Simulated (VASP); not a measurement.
# Dy3O2 (P4/mmm) in VASP: further runs

The runs below take Dy3O2 through single point, with PBE.

Everything below comes from runs of VASP 6.6.1. Logs are shortened: lines on timing, memory, paths and dates and some standing lists are left out, and cuts for length are marked.

**1. The cell of the first run**

Symmetry: P4/mmm, No. 123, tetragonal system. The conventional cell has a = 5.020 Å, b = 5.020 Å, c = 3.681 Å, α = 90.00°, β = 90.00°, γ = 90.00°. Within 3.3 Å of Dy (site symmetry 4/mmm) lie 4 Dy at 2.51 Å. Dy (site symmetry mmm) has 2 Dy at 2.51 Å and 6 O at 2.51 to 3.11 Å within 3.3 Å. O (site symmetry 4/mmm) has 2 O at 1.84 Å within 2.4 Å. O (site symmetry 4/mmm) has 2 O at 1.84 Å within 2.4 Å.

The cell was built from a structure type or drawn by symmetry, and may not be a known phase.

**2. Single point, PBE**

The input, INCAR:

```
SYSTEM = Dy3O2
ALGO = Normal
EDIFF = 1E-6
ENCUT = 600
GGA = PE
GGA_COMPAT = .FALSE.
ISIF = 2
ISMEAR = 0
LASPH = .TRUE.
LCHARG = .TRUE.
LELF = .TRUE.
LMAXMIX = 6
LREAL = .FALSE.
LVHAR = .TRUE.
LWAVE = .FALSE.
NBANDS = 28
NELM = 200
PREC = Accurate
SIGMA = 0.1
```

The input, KPOINTS:

```
k-points
0
G
  4 4 6
  0 0 0
```

The input, POSCAR:

```
Dy3O2
1.0
    5.0200864800      0.0000000000      0.0000000000
    0.0000000000      5.0200864800      0.0000000000
    0.0000000000      0.0000000000      3.6807533900
Dy O
3 2
Direct
    0.5000000000      0.5000000000      0.5000000000
    0.0000000000      0.5000000000      0.5000000000
    0.5000000000      0.0000000000      0.5000000000
    0.0000000000      0.0000000000      0.0000000000
    0.0000000000      0.0000000000      0.5000000000
```

Potentials or basis: VASP PAW PBE potentials, release 64 (Dy_3, O), 4f in core.

On the command line:

```sh
> cat potpaw_PBE.64/Dy_3/POTCAR potpaw_PBE.64/O/POTCAR > POTCAR
> mpirun -np 1 vasp_std > vasp.out
```

OUTCAR:

```text
SYSTEM = Dy3O2
   EDIFF = 1E-6
   ENCUT = 600
   GGA = PE
   ISIF = 2
   ISMEAR = 0
   LASPH = .TRUE.
   LREAL = .FALSE.
   NELM = 200
   PREC = Accurate

 ion  position               nearest neighbor table
   1  0.500  0.500  0.500-   2 2.51   3 2.51   3 2.51   2 2.51
   2  0.000  0.500  0.500-   1 2.51   5 2.51   5 2.51   1 2.51   3 3.55   3 3.55   3 3.55   3 3.55

   3  0.500  0.000  0.500-   1 2.51   5 2.51   1 2.51   5 2.51   2 3.55   2 3.55   2 3.55   2 3.55

   4  0.000  0.000  0.000-   5 1.84   5 1.84
   5  0.000  0.000  0.500-   4 1.84   4 1.84   2 2.51   3 2.51   2 2.51   3 2.51

  LATTYP: Found a simple tetragonal cell.
 ALAT       =     5.0200864800
 C/A-ratio  =     0.7332051758

  Lattice vectors:

 A1 = (   5.0200864800,   0.0000000000,   0.0000000000)
 A2 = (   0.0000000000,   5.0200864800,   0.0000000000)
 A3 = (   0.0000000000,   0.0000000000,   3.6807533900)

Analysis of symmetry for initial positions (statically):
=====================================================================
 Subroutine PRICEL returns:
 Original cell was already a primitive cell.

 Routine SETGRP: Setting up the symmetry group for a
 simple tetragonal supercell.

 Subroutine GETGRP returns: Found 16 space group operations
 (whereof 16 operations were pure point group operations)
 out of a pool of 16 trial point group operations.

The static configuration has the point symmetry D_4h.

Analysis of symmetry for dynamics (positions and initial velocities):
=====================================================================
 Subroutine PRICEL returns:
 Original cell was already a primitive cell.

 Routine SETGRP: Setting up the symmetry group for a
 simple tetragonal supercell.

 Subroutine GETGRP returns: Found 16 space group operations
 (whereof 16 operations were pure point group operations)
 out of a pool of 16 trial point group operations.

The dynamic configuration has the point symmetry D_4h.

 Subroutine INISYM returns: Found 16 space group operations
 (whereof 16 operations are pure point group operations),
 and found     1 'primitive' translations

----------------------------------------------------------------------------------------

                                     Primitive cell

  volume of cell :      92.7597

  direct lattice vectors                    reciprocal lattice vectors
     5.020086480  0.000000000  0.000000000     0.199199756  0.000000000  0.000000000
     0.000000000  5.020086480  0.000000000     0.000000000  0.199199756  0.000000000
     0.000000000  0.000000000  3.680753390     0.000000000  0.000000000  0.271683510

  length of vectors
     5.020086480  5.020086480  3.680753390     0.199199756  0.199199756  0.271683510

  position of ions in fractional coordinates (direct lattice)
     0.500000000  0.500000000  0.500000000
     0.000000000  0.500000000  0.500000000
     0.500000000  0.000000000  0.500000000
     0.000000000  0.000000000  0.000000000
     0.000000000  0.000000000  0.500000000

  ion indices of the primitive-cell ions
   primitive index   ion index
                 1           1
                 2           2
                 3           3
                 4           4
                 5           5

----------------------------------------------------------------------------------------

 KPOINTS: k-points

Automatic generation of k-mesh.
 Grid dimensions read from file:
 generate k-points for:    4    4    6

 Generating k-lattice:

  Cartesian coordinates                     Fractional coordinates (reciprocal lattice)
     0.049799939  0.000000000  0.000000000     0.250000000  0.000000000  0.000000000
     0.000000000  0.049799939  0.000000000     0.000000000  0.250000000  0.000000000
     0.000000000  0.000000000  0.045280585     0.000000000  0.000000000  0.166666667

  Length of vectors
     0.049799939  0.049799939  0.045280585

  Shift w.r.t. Gamma in fractional coordinates (k-lattice)
     0.000000000  0.000000000  0.000000000

 Subroutine IBZKPT returns following result:
 ===========================================

 Found     24 irreducible k-points:

 Following reciprocal coordinates:
            Coordinates               Weight
  0.000000  0.000000  0.000000      1.000000
  0.250000  0.000000  0.000000      4.000000
  0.500000  0.000000  0.000000      2.000000
  0.250000  0.250000  0.000000      4.000000
  0.500000  0.250000  0.000000      4.000000
  0.500000  0.500000  0.000000      1.000000
[... 16 lines left out ...]
  0.500000  0.250000  0.500000      4.000000
  0.500000  0.500000  0.500000      1.000000
   k-points           NKPTS =     24   k-points in BZ     NKDIM =     24   number of bands    NBANDS=     28
   number of dos      NEDOS =    301   number of ions     NIONS =      5
   total plane-waves  NPLWV =  48000
   dimension x,y,z NGX =    40 NGY =   40 NGZ =   30
   dimension x,y,z NGXF=    80 NGYF=   80 NGZF=   60
   ions per type =               3   2
   NGX,Y,Z   is equivalent  to a cutoff of  13.25, 13.25, 13.55 a.u.
   NGXF,Y,Z  is equivalent  to a cutoff of  26.49, 26.49, 27.10 a.u.
 SYSTEM =  Dy3O2
   PREC   = accura    normal or accurate (medium, high low for compatibility)
   ISTART =      0    job   : 0-new  1-cont  2-samecut
   ICHARG =      2    charge: 1-file 2-atom 10-const
   ISPIN  =      1    spin polarized calculation?
   LNONCOLLINEAR =      F non collinear calculations
   LSORBIT =      F    spin-orbit coupling
   LASPH  =      T    aspherical Exc in radial PAW
   ENCUT  =  600.0 eV  44.10 Ry    6.64 a.u.  10.03 10.03  7.35*2*pi/ulx,y,z
   NELM   =    200;   NELMIN=  2; NELMDL= -5     # of ELM steps
   EDIFF  = 0.1E-05   stopping-criterion for ELM
   LREAL  =      F    real-space projection
   EDIFFG = 0.1E-04   stopping-criterion for IOM
   NSW    =      0    number of steps for IOM
   IBRION =     -1    ionic relax: 0-MD 1-quasi-New 2-CG
   NFREE  =      0    steps in history (QN), initial steepest desc. (CG)
   ISIF   =      2    stress and relaxation
   ISYM   =      2    0-nonsym 1-usesym 2-fastsym
   POTIM  = 0.5000    time-step for ionic-motion
   TEBEG  =    0.0;   TEEND  =   0.0 temperature during run
   PSTRESS=    0.0 pullay stress
   NELECT =      39.0000    total number of electrons
   NUPDOWN=      -1.0000    fix difference up-down
   EMIN   =  10.00;   EMAX   =-10.00  energy-range for DOS
   EFERMI =   0.00;   METHOD = LEGACY
   ISMEAR =     0;   SIGMA  =   0.10  broadening in eV -4-tet -1-fermi 0-gaus
   EFERMI_NEDOS =   21; number of points for ismear=-14 and -15
   IALGO  =     38    algorithm
   IMIX   =      4    mixing-type and parameters
     AMIX     =   0.40;   BMIX     =  1.00
     AMIX_MAG =   1.60;   BMIX_MAG =  1.00
  volume/ion in A,a.u.               =      18.55       125.19
  Fermi-wavevector in a.u.,A,eV,Ry     =   1.226432  2.317620 20.464991  1.504134
  Thomas-Fermi vector in A             =   2.361433
   LORBIT       =      0    0 simple, 1 ext, 2 COOP (PROOUT), +10 PAW based schemes
   GGA     = PE    functional components
   LHFCALC =     F    Hartree Fock is set to
   AEXX    =    0.0000 exact exchange contribution
   IVDW    =     0    specifies the selected vdW correction
   LEPSILON=     F    determine dielectric tensor
   LRPA    =     F    only Hartree local field effects (RPA)
 non-spin polarized calculation
 Gauss-broadening in eV      SIGMA  =   0.10
  energy-cutoff  :      600.00
  volume of cell :       92.76
 maximum number of plane-waves:      3112
   NGX = 21   NGY = 21   NGZ = 15

 number of electron      39.0000002 magnetization

 Free energy of the ion-electron system (eV)
  ---------------------------------------------------
  ext. energy  EPLUGINS =         0.00000000
  ---------------------------------------------------
  free energy    TOTEN  =       -20.86793030 eV

  energy without entropy =      -20.84386349  energy(sigma->0) =      -20.85589689

 E-fermi :   3.8471     XC(G=0): -10.6648

 val. band max:        3.8172873743   @ k =   0.2500   0.0000   0.1667
 cond. band min:       3.8505530122   @ k =   0.5000   0.2500   0.0000
 fundamental gap:      0.0332656379
 Fermi energy:         3.8470612721

 k-point     1 :       0.0000    0.0000    0.0000
  band No.  band energies     occupation
      1     -22.1458      2.00000
      2     -22.1458      2.00000
      3     -19.6648      2.00000
      4     -19.3839      2.00000
      5     -19.3839      2.00000
      6     -19.3500      2.00000
[... 20 lines left out ...]
     27       8.0569      0.00000
     28       8.0570      0.00000

 k-point     2 :       0.2500    0.0000    0.0000
  band No.  band energies     occupation
      1     -22.1284      2.00000
      2     -21.5588      2.00000
      3     -19.6055      2.00000
      4     -19.4975      2.00000
      5     -19.4072      2.00000
      6     -19.3634      2.00000
[... 20 lines left out ...]
     27       7.7595      0.00000
     28       7.7896      0.00000

 k-point     3 :       0.5000    0.0000    0.0000
  band No.  band energies     occupation
      1     -22.1107      2.00000
      2     -20.1996      2.00000
      3     -19.9747      2.00000
      4     -19.5270      2.00000
      5     -19.4309      2.00000
      6     -19.3920      2.00000
[... 20 lines left out ...]
     27       7.5276      0.00000
     28       7.7036      0.00000

 k-point     4 :       0.2500    0.2500    0.0000
  band No.  band energies     occupation
      1     -21.5551      2.00000
      2     -21.5218      2.00000
      3     -19.7064      2.00000
      4     -19.5453      2.00000
      5     -19.3702      2.00000
      6     -19.2946      2.00000
[... 578 lines left out ...]
     27       8.4532      0.00000
     28       8.4741      0.00000

 k-point    23 :       0.5000    0.2500    0.5000
  band No.  band energies     occupation
      1     -21.4885      2.00000
      2     -20.1742      2.00000
      3     -19.8858      2.00000
      4     -19.7197      2.00000
      5     -19.6355      2.00000
      6     -19.4962      2.00000
[... 20 lines left out ...]
     27       7.8210      0.00000
     28       8.6161      0.00000

 k-point    24 :       0.5000    0.5000    0.5000
  band No.  band energies     occupation
      1     -20.2297      2.00000
      2     -20.1175      2.00000
      3     -19.8661      2.00000
      4     -19.6316      2.00000
      5     -19.6316      2.00000
      6     -19.5371      2.00000
[... 20 lines left out ...]
     27       8.3551      0.00000
     28       8.8737      0.00000

------------------------ aborting loop because EDIFF is reached ----------------------------------------

  FORCE on cell =-STRESS in cart. coord.  units (eV):
  Direction    XX          YY          ZZ          XY          YZ          ZX
  --------------------------------------------------------------------------------------
  -------------------------------------------------------------------------------------
  Total        7.5308977      7.5308977      1.1613046      0.0000000      0.0000000     -0.0000000
  in kB      130.0763119    130.0763119     20.0584611      0.0000000      0.0000000     -0.0000000
  external PRESSURE =      93.4036950 kB  Pullay stress =       0.0000000 kB

 VOLUME and BASIS-vectors are now :
 -----------------------------------------------------------------------------
  energy-cutoff  :      600.00
  volume of cell :       92.76
      direct lattice vectors                 reciprocal lattice vectors
     5.020086480  0.000000000  0.000000000     0.199199756  0.000000000  0.000000000
     0.000000000  5.020086480  0.000000000     0.000000000  0.199199756  0.000000000
     0.000000000  0.000000000  3.680753390     0.000000000  0.000000000  0.271683510

 POSITION                                       TOTAL-FORCE (eV/Angst)
 -----------------------------------------------------------------------------------
      2.51004      2.51004      1.84038         0.000000      0.000000      0.000000
      0.00000      2.51004      1.84038         0.000000      0.000000      0.000000
      2.51004      0.00000      1.84038         0.000000      0.000000      0.000000
      0.00000      0.00000      0.00000         0.000000      0.000000      0.000000
      0.00000      0.00000      1.84038         0.000000      0.000000      0.000000
 -----------------------------------------------------------------------------------
    total drift:                               -0.000000      0.000000     -0.000000

  FREE ENERGIE OF THE ION-ELECTRON SYSTEM (eV)
  ---------------------------------------------------
  free  energy   TOTEN  =       -20.8679302971 eV

  energy  without entropy=      -20.8438634921  energy(sigma->0) =      -20.85589689
```

Wall time 68 s (1 thread of Intel Xeon Platinum 8124M at 3.00GHz (Skylake/Cascade Lake), shared host); peak memory 0.24 GiB.

Results:

| Item | Value |
| --- | --- |
| Free energy | -20.8679 eV |
| Pressure | 9.3 GPa |
| Band gap on the k mesh | zero (an odd number of electrons rules out a gap without spin polarisation) |

Stress tensor (GPa, compression positive):
```
13.01  0.00  0.00
 0.00 13.01  0.00
 0.00  0.00  2.01
```

Caveat: the cell stands under pressure; spin-orbit coupling is left out, which moves the levels of the heavy elements; the 4f electrons are frozen in the core, so they carry no moment and show no levels; an odd number of electrons without spin polarisation forces a metal; a magnetic or distorted state may lie lower; the run has no spin polarisation, though such a crystal can be magnetic.

**3. Single point, PBE**

This run uses another cell than the first one, of 22.03 Å³/atom.

The input, INCAR:

```
PREC     = Accurate       # precision mode
ENCUT    = 600            # plane-wave cutoff, eV
EDIFF    = 1E-6           # SCF threshold, eV
ISMEAR   = 0              # smearing method
SIGMA    = 0.1            # smearing width, eV
LREAL    = False          # projectors in reciprocal space
LASPH    = True           # aspherical terms in the spheres
NELM     = 200            # most SCF steps
ALGO     = Normal         # electronic algorithm
ISIF     = 2              # what is computed and relaxed
LWAVE    = False          # write WAVECAR
LCHARG   = False          # write CHGCAR
GGA      = PE             # functional
NBANDS   = 28             # bands
GGA_COMPAT= False        
LMAXMIX  = 6              # l up to which the mixer works
```

The input, KPOINTS:

```
Automatic mesh
0
Gamma
  4 4 6
```

Edit POSCAR of step 2 so:

```diff
@@ -2,5 +2,5 @@
 1.0
-    5.0200864800      0.0000000000      0.0000000000
-    0.0000000000      5.0200864800      0.0000000000
-    0.0000000000      0.0000000000      3.6807533900
+    5.4680380169      0.0000000000      0.0000000000
+    0.0000000000      5.4680380169      0.0000000000
+    0.0000000000      0.0000000000      3.6839124149
 Dy O
```

Potentials or basis: VASP PAW PBE potentials, release 64 (Dy_3, O), 4f in core.

On the command line:

```sh
> cat potpaw_PBE.64/Dy_3/POTCAR potpaw_PBE.64/O/POTCAR > POTCAR
> mpirun -np 1 vasp_std > vasp.out
```

OUTCAR:

```text
PREC = Accurate
   ENCUT = 600
   EDIFF = 1E-6
   ISMEAR = 0
   LREAL = False
   LASPH = True
   NELM = 200
   ISIF = 2
   GGA = PE

 ion  position               nearest neighbor table
   1  0.500  0.500  0.500-   2 2.73   3 2.73   3 2.73   2 2.73
   2  0.000  0.500  0.500-   1 2.73   5 2.73   5 2.73   1 2.73
   3  0.500  0.000  0.500-   1 2.73   5 2.73   1 2.73   5 2.73
   4  0.000  0.000  0.000-   5 1.84   5 1.84
   5  0.000  0.000  0.500-   4 1.84   4 1.84   2 2.73   3 2.73   2 2.73   3 2.73

  LATTYP: Found a simple tetragonal cell.
 ALAT       =     5.4680380169
 C/A-ratio  =     0.6737174108

  Lattice vectors:

 A1 = (   5.4680380169,   0.0000000000,   0.0000000000)
 A2 = (   0.0000000000,   5.4680380169,   0.0000000000)
 A3 = (   0.0000000000,   0.0000000000,   3.6839124149)

Analysis of symmetry for initial positions (statically):
=====================================================================
 Subroutine PRICEL returns:
 Original cell was already a primitive cell.

 Routine SETGRP: Setting up the symmetry group for a
 simple tetragonal supercell.

[... 171 lines left out ...]

 E-fermi :   2.7754     XC(G=0):  -9.9177

 val. band max:        2.7641453048   @ k =   0.2500   0.2500   0.1667
 cond. band min:       2.7881220338   @ k =   0.5000   0.0000   0.3333
 fundamental gap:      0.0239767290
 Fermi energy:         2.7754318547

 k-point     1 :       0.0000    0.0000    0.0000
  band No.  band energies     occupation
      1     -22.1108      2.00000
      2     -22.1108      2.00000
      3     -20.7688      2.00000
      4     -20.6678      2.00000
      5     -20.6338      2.00000
      6     -20.6338      2.00000
[... 733 lines left out ...]
     27       5.7463      0.00000
     28       6.3700      0.00000

------------------------ aborting loop because EDIFF is reached ----------------------------------------

  FORCE on cell =-STRESS in cart. coord.  units (eV):
  Direction    XX          YY          ZZ          XY          YZ          ZX
  --------------------------------------------------------------------------------------
  -------------------------------------------------------------------------------------
  Total        0.4467817      0.4467817     -0.0275525      0.0000000      0.0000000      0.0000000
  in kB        6.4988068      6.4988068     -0.4007739      0.0000000      0.0000000      0.0000000
  external PRESSURE =       4.1989466 kB  Pullay stress =       0.0000000 kB

 VOLUME and BASIS-vectors are now :
 -----------------------------------------------------------------------------
  energy-cutoff  :      600.00
  volume of cell :      110.15
      direct lattice vectors                 reciprocal lattice vectors
     5.468038017  0.000000000  0.000000000     0.182880952  0.000000000  0.000000000
     0.000000000  5.468038017  0.000000000     0.000000000  0.182880952  0.000000000
     0.000000000  0.000000000  3.683912415     0.000000000  0.000000000  0.271450536

 POSITION                                       TOTAL-FORCE (eV/Angst)
 -----------------------------------------------------------------------------------
      2.73402      2.73402      1.84196         0.000000      0.000000      0.000000
      0.00000      2.73402      1.84196         0.000000      0.000000      0.000000
      2.73402      0.00000      1.84196         0.000000      0.000000      0.000000
      0.00000      0.00000      0.00000         0.000000      0.000000      0.000000
      0.00000      0.00000      1.84196         0.000000      0.000000      0.000000
 -----------------------------------------------------------------------------------
    total drift:                                0.000000      0.000000     -0.000000

  FREE ENERGIE OF THE ION-ELECTRON SYSTEM (eV)
  ---------------------------------------------------
  free  energy   TOTEN  =       -21.5003444400 eV

  energy  without entropy=      -21.4667892772  energy(sigma->0) =      -21.48356686
```

It took 95 s on 1 thread of Intel Xeon Platinum 8124M at 3.00GHz (Skylake/Cascade Lake), shared host; peak memory 0.28 GiB.

What came out:

```yaml
Free_energy: -21.5003 eV
Pressure: 0.4 GPa
Band_gap_on_the_k_mesh: zero (an odd number of electrons rules out a gap without spin polarisation)
```

Caveat: spin-orbit coupling is left out, which moves the levels of the heavy elements; the 4f electrons are frozen in the core, so they carry no moment and show no levels; an odd number of electrons without spin polarisation forces a metal; a magnetic or distorted state may lie lower; the run has no spin polarisation, though such a crystal can be magnetic.
